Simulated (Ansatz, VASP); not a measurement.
Si3N4 in VASP and in Ansatz

```
Si N
1.0
    -3.23735    3.23735    3.33447
     3.23735   -3.23735    3.33447
     3.23735    3.23735   -3.33447
Si N
6 8
Direct
  0.25000 0.12671 0.87671
  0.87329 0.25000 0.12329
  0.75000 0.37329 0.62329
  0.62671 0.75000 0.37671
  0.12500 0.87500 0.25000
  0.37500 0.62500 0.75000
  0.56386 0.56506 0.56323
  0.43494 0.49817 0.99880
  0.50183 0.00063 0.93677
  0.99937 0.43614 0.50120
  0.93614 0.49937 0.00120
  0.06506 0.06386 0.06323
  0.99817 0.93494 0.49880
  0.50063 0.00183 0.43677
```

Change from the starting cell: z stretched by +3 %, ions relaxed.

Alike in both runs: functional PBE; k mesh 6 × 6 × 6; occupations fermi-dirac, width 0.02 eV; no spin polarisation.

Ansatz relaxed the structure, and its values are those at the end. VASP's run is a single point on that final structure, the one shown.

```csv
,VASP,Ansatz
version,VASP 6.6.1,Ansatz 0.2.0
potentials or method,"VASP PAW PBE potentials, release 64 (Si, N)","plane-wave PAW, scalar-relativistic"
plane-wave cutoff (eV),520,420
valence electrons in the cell,64,64
```

Ansatz gave:

```
gap on the k mesh at the Fermi level (eV) : 3.93
pressure (GPa)                            : -5.5
rms of the force components (eV/Å)        : 0.008
```

Which values does VASP return?

gap on the k mesh at the Fermi level (eV): 3.93; pressure (GPa): -5.8; rms of the force components (eV/Å): 0.009.

With one functional, cell and mesh, what is left measures potentials, basis and numerics. Ansatz's warnings: stress scf threshold loose.
